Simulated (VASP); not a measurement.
# B32N31 (a cell with a defect) in VASP: further runs, part 3 of 3

VASP 6.6.1.

## 6. Relaxation of the atoms, PBEsol

INCAR

```
SYSTEM = B32N31
PREC = Accurate ; ENCUT = 520
EDIFF = 1E-7 ; ISMEAR = -1
SIGMA = 0.05 ; LREAL = Auto
LASPH = .True. ; NELM = 120
ALGO = Normal ; ISIF = 2
LWAVE = .False. ; LCHARG = .False.
GGA = PS ; IBRION = 2
NSW = 100 ; EDIFFG = -0.03
NELECT = 248.0 ; ISYM = -1
GGA_COMPAT = .False. ; NELMIN = 4
```

KPOINTS

```
explicit points
1
Reciprocal
  0.25000000   0.25000000   0.25000000 1
```

POSCAR

```
B32N31
1.0
    7.2115910000      0.0000000000      0.0000000000
    0.0000000000      7.2115910000      0.0000000000
    0.0000000000      0.0000000000      7.2115910000
B N
32 31
Direct
    0.9947070000      0.9950440000      0.0018210000
    0.0019750000      0.0010510000      0.5017560000
    0.9982220000      0.4983360000      0.0021720000
    0.0007140000      0.4980320000      0.5015240000
    0.4996790000      0.9976070000      0.0015090000
    0.5032740000      0.9998900000      0.4972960000
    0.4992640000      0.5002550000      0.9974750000
    0.5055600000      0.5044740000      0.4967500000
    0.2471440000      0.2527260000      0.9964990000
    0.2459470000      0.2523320000      0.4913950000
    0.2527570000      0.7530540000      0.0024980000
    0.2407650000      0.7496600000      0.5025730000
    0.7469160000      0.2525980000      0.0027380000
    0.7438610000      0.2487990000      0.5007030000
    0.7540060000      0.7474250000      0.9976140000
    0.7473900000      0.7527830000      0.4972180000
    0.2492920000      0.0030900000      0.2492130000
    0.2486530000      0.9964530000      0.7485520000
    0.2514160000      0.4972270000      0.2546960000
    0.2460080000      0.4999530000      0.7508820000
    0.7470100000      0.0006280000      0.2484470000
    0.7501080000      0.0035040000      0.7496630000
    0.7533240000      0.4981540000      0.2482260000
    0.7497360000      0.4980930000      0.7501480000
    0.9981170000      0.2532180000      0.2505270000
    0.0028080000      0.2539200000      0.7503670000
    0.9989940000      0.7517730000      0.2468160000
    0.0016470000      0.7567740000      0.7465390000
    0.5008240000      0.2534090000      0.2486650000
    0.5010100000      0.2467360000      0.7504460000
    0.4986070000      0.7462920000      0.2526000000
    0.5024120000      0.7537450000      0.7513270000
    0.1225820000      0.1247590000      0.1244790000
    0.1277020000      0.1232370000      0.6237770000
    0.1265250000      0.6280800000      0.1218980000
    0.1232350000      0.6246320000      0.6245860000
    0.6265880000      0.1265250000      0.1250730000
    0.6236510000      0.1239730000      0.6255530000
    0.6186470000      0.6247120000      0.1239240000
    0.3725850000      0.3709450000      0.1194260000
    0.3792350000      0.3751080000      0.6230050000
    0.3768270000      0.8743770000      0.1235910000
    0.3738210000      0.8710870000      0.6256450000
    0.8764510000      0.3742370000      0.1257910000
    0.8730730000      0.3722780000      0.6273620000
    0.8723620000      0.8738540000      0.1225270000
    0.8722120000      0.8718180000      0.6236190000
    0.3740000000      0.1190740000      0.3733650000
    0.3809740000      0.1239800000      0.8749190000
    0.3748340000      0.6268830000      0.3688940000
    0.3767620000      0.6264430000      0.8758960000
    0.8724960000      0.1264940000      0.3737000000
    0.8724140000      0.1270180000      0.8732850000
    0.8783200000      0.6260200000      0.3731270000
    0.8740340000      0.6256460000      0.8751530000
    0.1213830000      0.3754380000      0.3714110000
    0.1239390000      0.3740200000      0.8750140000
    0.1254980000      0.8790180000      0.3762190000
    0.1303370000      0.8730430000      0.8750800000
    0.6234620000      0.3784310000      0.3730220000
    0.6295550000      0.3810420000      0.8781660000
    0.6251260000      0.8784970000      0.3746470000
    0.6209690000      0.8759090000      0.8723940000
```

Potentials or basis: VASP PAW PBE potentials, release 64 (B, N).

Command:

```
$ cat potpaw_PBE.64/B/POTCAR potpaw_PBE.64/N/POTCAR > POTCAR
$ mpirun -np 1 vasp_std > vasp.out
```

OUTCAR:

```text
SYSTEM = B32N31
   PREC = Accurate
   ENCUT = 520
   EDIFF = 1E-7
   ISMEAR = -1
   LREAL = Auto
   LASPH = .True.
   NELM = 120
   ISIF = 2
   GGA = PS
   IBRION = 2
   NSW = 100
   EDIFFG = -0.03
   NELECT = 248.0
   ISYM = -1
   NELMIN = 4

 ion  position               nearest neighbor table
   1  0.995  0.995  0.002-  46 1.52  33 1.58  53 1.59  59 1.60
   2  0.002  0.001  0.502-  34 1.54  58 1.55  47 1.59  52 1.59
   3  0.998  0.498  0.002-  44 1.54  57 1.57  35 1.57  55 1.58
   4  0.001  0.498  0.502-  36 1.55  56 1.56  54 1.58  45 1.58
   5  0.500  0.998  0.002-  42 1.53  49 1.55  63 1.55  37 1.58
   6  0.503  1.000  0.497-  62 1.52  48 1.55  38 1.55  43 1.61
   7  0.499  0.500  0.997-  61 1.54  51 1.54  39 1.54  40 1.57
   8  0.506  0.504  0.497-  60 1.53  50 1.59  41 1.59
[... 773 lines left out ...]
  ext. energy  EPLUGINS =         0.00000000
  ---------------------------------------------------
  free energy    TOTEN  =      -598.02456631 eV

  energy without entropy =     -598.02456631  energy(sigma->0) =     -598.02456631

 E-fermi :   7.7789     XC(G=0): -12.8503

 val. band max:        6.6304735033   @ k =   0.2500   0.2500   0.2500
 cond. band min:       8.8867521638   @ k =   0.2500   0.2500   0.2500
 fundamental gap:      2.2562786605
 Fermi energy:         7.7789070550

 k-point     1 :       0.2500    0.2500    0.2500
  band No.  band energies     occupation
      1     -12.6339      2.00000
      2     -11.7328      2.00000
      3     -11.7318      2.00000
      4     -11.5309      2.00000
      5     -10.7959      2.00000
      6     -10.7950      2.00000
[... 128 lines left out ...]
    135      15.4505      0.00000
    136      15.4799      0.00000
 [bands above 136 left out]

------------------------ aborting loop because EDIFF is reached ----------------------------------------

  FORCE on cell =-STRESS in cart. coord.  units (eV):
  Direction    XX          YY          ZZ          XY          YZ          ZX
  --------------------------------------------------------------------------------------
  -------------------------------------------------------------------------------------
  Total      -26.5080973    -26.4689858    -26.5157682     -2.7097695     -2.6854372     -2.7103807
  in kB     -113.2389605   -113.0718814   -113.2717297    -11.5757642    -11.4718197    -11.5783751
  external PRESSURE =    -113.1941905 kB  Pullay stress =       0.0000000 kB
[... 78 lines left out ...]
  FREE ENERGIE OF THE ION-ELECTRON SYSTEM (eV)
  ---------------------------------------------------
  free  energy   TOTEN  =      -598.0245663142 eV

  energy  without entropy=     -598.0245663131  energy(sigma->0) =     -598.02456631

 reached required accuracy - stopping structural energy minimisation
```

Run time: 33 min. Hardware: 1 thread of Intel Xeon Platinum 8375C at 2.90GHz (Ice Lake), shared host; peak memory 0.44 GiB.

What came out:

| Item | Value |
| --- | --- |
| Free energy | -598.0246 eV |
| Energy gained by relaxing | 66.7 meV/atom |
| Ionic steps | 17 |
| Largest force after relaxing | 0.028 eV/Å |

Forces in eV/Å, atoms in the order of the input:
```
B   -0.002 -0.001  0.005
B    0.002  0.012  0.019
B    0.011  0.012 -0.010
B    0.003 -0.006 -0.006
B    0.016  0.012  0.009
B    0.004 -0.007 -0.021
B   -0.004 -0.003 -0.007
B   -0.020 -0.006 -0.018
B    0.000 -0.008  0.002
B    0.000  0.001  0.014
B    0.010  0.008 -0.005
B    0.007 -0.011 -0.007
B    0.005  0.010 -0.006
B   -0.024  0.007 -0.003
B    0.016  0.006  0.021
B    0.016  0.018  0.001
B   -0.004 -0.006  0.000
B    0.007 -0.005 -0.004
B   -0.011 -0.006  0.003
B    0.010  0.008  0.002
B   -0.016 -0.007 -0.007
B   -0.002  0.001  0.009
B   -0.002  0.006  0.010
B    0.002 -0.003  0.016
B   -0.018  0.002 -0.007
B    0.006 -0.003 -0.009
B   -0.012  0.001 -0.001
B   -0.001  0.005  0.004
B    0.003 -0.001 -0.007
B   -0.002  0.004  0.001
B   -0.009 -0.015  0.012
B    0.001 -0.009  0.004
N   -0.007 -0.006 -0.001
N    0.011  0.007 -0.005
N    0.004  0.004 -0.004
N   -0.003  0.002 -0.005
N    0.002  0.013  0.005
N   -0.013  0.004  0.000
N   -0.011 -0.002  0.003
N   -0.018 -0.010 -0.014
N   -0.002 -0.012  0.000
N    0.000 -0.005 -0.004
N    0.000 -0.007  0.006
N    0.007  0.012  0.000
N    0.001 -0.009 -0.001
N   -0.001 -0.005  0.010
N    0.013  0.009  0.008
N   -0.006 -0.004  0.001
N    0.005 -0.001 -0.004
N   -0.014 -0.009 -0.022
N    0.007  0.003  0.008
N   -0.011  0.006  0.003
N   -0.009  0.011 -0.011
N    0.012  0.004 -0.007
N    0.009  0.001  0.017
N   -0.012 -0.010  0.003
N    0.014  0.000 -0.001
N   -0.002 -0.004  0.003
N    0.019 -0.003 -0.003
N    0.001 -0.011 -0.015
N    0.008  0.003  0.003
N    0.010 -0.003  0.005
N   -0.008  0.006  0.007
```

The path:
```tsv
step	energy change (eV)	largest force (eV/Å)	pressure (GPa)
1	0.0000	2.5447	-16.16
2	-0.4371	3.3210	-13.92
3	-1.4849	2.1275	-15.95
4	-2.5705	3.3099	-14.04
5	0.0422	4.2305	-9.36
6	-3.0285	2.4572	-12.87
7	-3.3029	1.8315	-12.35
8	-3.4367	1.4998	-11.73
9	-3.7198	1.1462	-11.76
10	-4.0459	1.1046	-11.57
11	-4.1368	0.5346	-11.55
12	-4.1731	0.3946	-11.50
13	-4.1927	0.2352	-11.45
14	-4.1997	0.1817	-11.39
15	-4.2037	0.0857	-11.35
16	-4.2045	0.0648	-11.33
17	-4.2052	0.0276	-11.32
```

Final structure:
```
CELL_PARAMETERS angstrom
7.21159 0.00000 0.00000
0.00000 7.21159 0.00000
0.00000 0.00000 7.21159
ATOMIC_POSITIONS crystal
B 0.99957 0.00021 0.99927
B 0.00244 0.00299 0.49603
B 0.00231 0.49699 0.00223
B 0.00077 0.50144 0.50042
B 0.49631 0.00304 0.00209
B 0.50071 0.00151 0.50053
B 0.50075 0.50143 0.00046
B 0.47219 0.47275 0.47190
B 0.24931 0.25005 0.99923
B 0.24625 0.24695 0.49595
B 0.24632 0.75294 0.00226
B 0.24834 0.74909 0.50049
B 0.75227 0.24698 0.00227
B 0.74854 0.24894 0.50043
B 0.74832 0.74902 0.00034
B 0.77706 0.77777 0.47159
B 0.24934 0.00021 0.24896
B 0.24632 0.00327 0.75211
B 0.24645 0.49706 0.24604
B 0.24823 0.50135 0.74802
B 0.75246 0.00321 0.24617
B 0.74842 0.00141 0.74802
B 0.74832 0.50131 0.24797
B 0.77718 0.47256 0.77684
B 0.99967 0.24994 0.24899
B 0.00246 0.24712 0.75214
B 0.00256 0.75299 0.24616
B 0.00075 0.74899 0.74803
B 0.49634 0.24695 0.24606
B 0.50074 0.24896 0.74801
B 0.50081 0.74910 0.24797
B 0.47180 0.77800 0.77695
N 0.12488 0.12550 0.12448
N 0.12463 0.12539 0.62446
N 0.12471 0.62535 0.12451
N 0.12481 0.62551 0.62454
N 0.62471 0.12530 0.12445
N 0.62495 0.12547 0.62454
N 0.62490 0.62552 0.12444
N 0.37505 0.37568 0.12360
N 0.37685 0.37754 0.62451
N 0.37494 0.87519 0.12542
N 0.37650 0.87382 0.62449
N 0.87448 0.37551 0.12547
N 0.87304 0.37726 0.62444
N 0.87466 0.87529 0.12349
N 0.87268 0.87333 0.62457
N 0.37494 0.12452 0.37464
N 0.37493 0.12645 0.87426
N 0.37706 0.62558 0.37675
N 0.37648 0.62542 0.87266
N 0.87470 0.12637 0.37465
N 0.87465 0.12443 0.87440
N 0.87291 0.62535 0.37628
N 0.87270 0.62559 0.87237
N 0.12391 0.37567 0.37460
N 0.12564 0.37566 0.87430
N 0.12578 0.87521 0.37465
N 0.12371 0.87529 0.87436
N 0.62486 0.37753 0.37667
N 0.62471 0.37720 0.87267
N 0.62470 0.87373 0.37626
N 0.62495 0.87341 0.87239
```

Levels at points of the mesh, in eV from the Fermi level:
| k point | band 122 | band 123 | band 124 | band 125 | band 126 | band 127 |
| --- | --- | --- | --- | --- | --- | --- |
| (0.25, 0.25, 0.25) | -1.77 | -1.15 | -1.15 | 1.11 | 3.61 | 4.08 |

Caveat: the cell carries a net charge on a neutralising background, which shifts energy and pressure; the cell is charged against a uniform background, so pressure and absolute levels hang on convention; the PAW data sets were made with another functional, which shifts forces and pressure a little.
